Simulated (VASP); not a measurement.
# C4N (Cmmm) in VASP: a series of runs, part 2 of 2

VASP 6.6.1. Earlier steps stand in the parts before.

## 3. Relaxation of cell and atoms, PBE

This run uses another cell than the first one, of 10.42 Å³/atom, 0.980 times its volume.

INCAR reads:

```
SYSTEM = C4N
  PREC = Accurate
  ENCUT = 600
  EDIFF = 1E-6
  ISMEAR = 0
  SIGMA = 0.1
  LREAL = .FALSE.
  LASPH = .TRUE.
  NELM = 100
  ALGO = Normal
  ISIF = 3
  LWAVE = .FALSE.
  LCHARG = .FALSE.
  GGA = PE
  IBRION = 2
  NSW = 100
  EDIFFG = -0.01
```

KPOINTS reads:

```
Automatic mesh
0
G
  10 10 14
  0 0 0
```

POSCAR reads:

```
C4N
1.0
    2.3847174040     -4.2663057443      0.0000000000
    2.3847174040      4.2663057443      0.0000000000
    0.0000000000      0.0000000000      2.5612549987
C N
4 1
Direct
    0.5816959086      0.4183040914      0.5000000000
    0.4183040914      0.5816959086      0.5000000000
    0.2625098421      0.2625098421      0.0000000000
    0.7374901579      0.7374901579      0.0000000000
    0.0000000000      0.0000000000      0.0000000000
```

Potentials or basis: VASP PAW PBE potentials, release 64 (C, N).

Started as:

```console
cat potpaw_PBE.64/C/POTCAR potpaw_PBE.64/N/POTCAR > POTCAR
mpirun -np 1 vasp_std > vasp.out
```

OUTCAR:

```text
SYSTEM = C4N
   PREC = Accurate
   ENCUT = 600
   EDIFF = 1E-6
   ISMEAR = 0
   LREAL = .FALSE.
   LASPH = .TRUE.
   NELM = 100
   ISIF = 3
   GGA = PE
   IBRION = 2
   NSW = 100
   EDIFFG = -0.01

 ion  position               nearest neighbor table
   1  0.582  0.418  0.500-   2 1.39   3 1.85   4 1.85   3 1.85   4 1.85
   2  0.418  0.582  0.500-   1 1.39   3 1.85   4 1.85   3 1.85   4 1.85
   3  0.263  0.263  0.000-   5 1.25   2 1.85   1 1.85   1 1.85   2 1.85
   4  0.737  0.737  0.000-   5 1.25   2 1.85   1 1.85   1 1.85   2 1.85
   5  0.000  0.000  0.000-   3 1.25   4 1.25

  LATTYP: Found a base centered orthorhombic cell.
 ALAT       =     4.7694348080
 B/A-ratio  =     1.7890194189
 C/A-ratio  =     0.5370143637

  Lattice vectors:

 A1 = (   2.3847174040,  -4.2663057443,   0.0000000000)
 A2 = (   2.3847174040,   4.2663057443,   0.0000000000)
 A3 = (   0.0000000000,   0.0000000000,   2.5612549987)

Analysis of symmetry for initial positions (statically):
=====================================================================
 Subroutine PRICEL returns:
 Original cell was already a primitive cell.

 Routine SETGRP: Setting up the symmetry group for a
 base centered orthorhombic supercell.

 Subroutine GETGRP returns: Found  8 space group operations
[... 181 lines left out ...]
  in kB       -2.2352624     17.8064904      1.7308737      0.0000000      0.0000000      0.0000000
  external PRESSURE =       5.7673672 kB  Pullay stress =       0.0000000 kB
[... 299 lines left out ...]
--------------------------------------- Ionic step        9  -------------------------------------------

 number of electron      21.0000001 magnetization

 Free energy of the ion-electron system (eV)
  ---------------------------------------------------
  ext. energy  EPLUGINS =         0.00000000
  ---------------------------------------------------
  free energy    TOTEN  =       -33.90275042 eV

  energy without entropy =      -33.89679986  energy(sigma->0) =      -33.89977514

 E-fermi :   2.9670     XC(G=0):  -9.5893

 val. band max:        2.9598760508   @ k =   0.2000   0.2000   0.0000
 cond. band min:       2.9691631339   @ k =   0.5000   0.4000   0.3571
 fundamental gap:      0.0092870831
 Fermi energy:         2.9669811117

 k-point     1 :       0.0000    0.0000    0.0000
  band No.  band energies     occupation
      1     -18.7274      2.00000
      2     -15.4583      2.00000
      3     -12.9751      2.00000
      4      -6.2623      2.00000
      5      -4.9124      2.00000
      6      -2.6800      2.00000
      7      -1.6237      2.00000
      8      -0.8548      2.00000
      9      -0.8202      2.00000
     10       1.9547      2.00000
     11       3.7263      0.00000
     12       4.0955      0.00000
     13       8.1024      0.00000
     14       9.1995      0.00000
[... 377 lines left out ...]
      1     -18.3638      2.00000
      2     -16.5649      2.00000
      3     -11.6334      2.00000
      4      -6.3743      2.00000
      5      -5.9563      2.00000
      6      -3.3238      2.00000
      7      -2.1645      2.00000
      8      -0.0518      2.00000
      9       0.0434      2.00000
     10       2.1314      2.00000
     11       4.1868      0.00000
     12       6.6940      0.00000
     13       6.7110      0.00000
     14       8.0563      0.00000

 [... further k-points ...]
[... 5 lines left out ...]
  --------------------------------------------------------------------------------------
  -------------------------------------------------------------------------------------
  Total       -0.0021177     -0.0306945      0.0120267      0.0000000      0.0000000      0.0000000
  in kB       -0.0653709     -0.9474920      0.3712469      0.0000000      0.0000000      0.0000000
  external PRESSURE =      -0.2138720 kB  Pullay stress =       0.0000000 kB
[... 20 lines left out ...]
  FREE ENERGIE OF THE ION-ELECTRON SYSTEM (eV)
  ---------------------------------------------------
  free  energy   TOTEN  =       -33.9027504162 eV

  energy  without entropy=      -33.8967998601  energy(sigma->0) =      -33.89977514

 reached required accuracy - stopping structural energy minimisation
```

CONTCAR:

```text
C4N
   1.00000000000000
     2.3796095804769117   -4.2725849365952637    0.0000000000000000
     2.3796095804769117    4.2725849365952637    0.0000000000000000
     0.0000000000000000    0.0000000000000000    2.5525164863647967
  C               N
     4     1
Direct
     0.5827235629417136    0.4172764370582865    0.5000000000000000
     0.4172764370582865    0.5827235629417136    0.5000000000000000
     0.2633605959285638    0.2633605959285638    0.0000000000000000
     0.7366394040714361    0.7366394040714361    0.0000000000000000
     0.0000000000000000    0.0000000000000000    0.0000000000000000

  0.00000000E+00  0.00000000E+00  0.00000000E+00
  0.00000000E+00  0.00000000E+00  0.00000000E+00
  0.00000000E+00  0.00000000E+00  0.00000000E+00
  0.00000000E+00  0.00000000E+00  0.00000000E+00
  0.00000000E+00  0.00000000E+00  0.00000000E+00
```

It took 12 min on 1 thread of Oxide Virtual Turin-like, shared host; peak memory 0.28 GiB.

What came out:

```
Free energy                            : -33.9028 eV
Relaxed volume                         : 10.38 Å³/atom
Relaxed cell                           : a = 4.891 Å, b = 4.891 Å, c = 2.553 Å, α = 90.00°, β = 90.00°, γ = 121.77°
Space group after relaxing (to 0.05 Å) : Cmmm (No. 65)
Energy gained by relaxing              : 0.9 meV/atom
Ionic steps                            : 9
Pressure after relaxing                : 0.0 GPa
Largest force after relaxing           : 0.007 eV/Å
```

Forces on the atoms (eV/Å):
```
C    0.000 -0.007  0.000
C    0.000  0.007  0.000
C    0.000  0.000  0.000
C    0.000  0.000  0.000
N    0.000  0.000  0.000
```

The path:
```csv
step,energy change (eV),largest force (eV/Å),pressure (GPa),volume (Å³)
1,0.0000,0.4466,0.58,52.12
2,0.0097,0.7162,-2.85,52.40
3,-0.0039,0.0284,-0.64,52.21
4,-0.0043,0.0789,0.23,51.96
5,-0.0045,0.0638,-0.05,52.04
6,-0.0042,0.2044,-0.13,51.87
7,-0.0046,0.0452,-0.10,51.97
8,-0.0047,0.0147,0.00,51.88
9,-0.0047,0.0071,-0.02,51.90
```

Final structure:
```yaml
crystal:
  lattice:
    - [2.37961, -4.27258, 0.00000]
    - [2.37961, 4.27258, 0.00000]
    - [0.00000, 0.00000, 2.55252]
  atoms:
    - { symbol: C, position: [0.58272, 0.41728, 0.50000] }
    - { symbol: C, position: [0.41728, 0.58272, 0.50000] }
    - { symbol: C, position: [0.26336, 0.26336, 0.00000] }
    - { symbol: C, position: [0.73664, 0.73664, 0.00000] }
    - { symbol: N, position: [0.00000, 0.00000, 0.00000] }
```

Levels at points of the mesh, in eV from the Fermi level:
```csv
k point,band 9,band 10,band 11,band 12,band 13,band 14
"(0.00, 0.00, 0.00)",-3.79,-1.01,0.76,1.13,5.14,6.23
"(0.50, 0.00, 0.00)",-3.17,0.60,1.30,2.33,5.11,5.77
"(0.50, 0.50, 0.00)",-2.92,-1.02,1.01,1.12,4.91,5.07
"(0.00, 0.00, 0.50)",-2.99,-1.48,-1.30,-0.42,2.15,6.75
"(0.50, 0.00, 0.50)",-4.16,-3.08,-1.52,1.29,2.15,4.79
"(0.50, 0.50, 0.50)",-3.02,-1.16,-0.90,-0.23,2.59,6.80
```
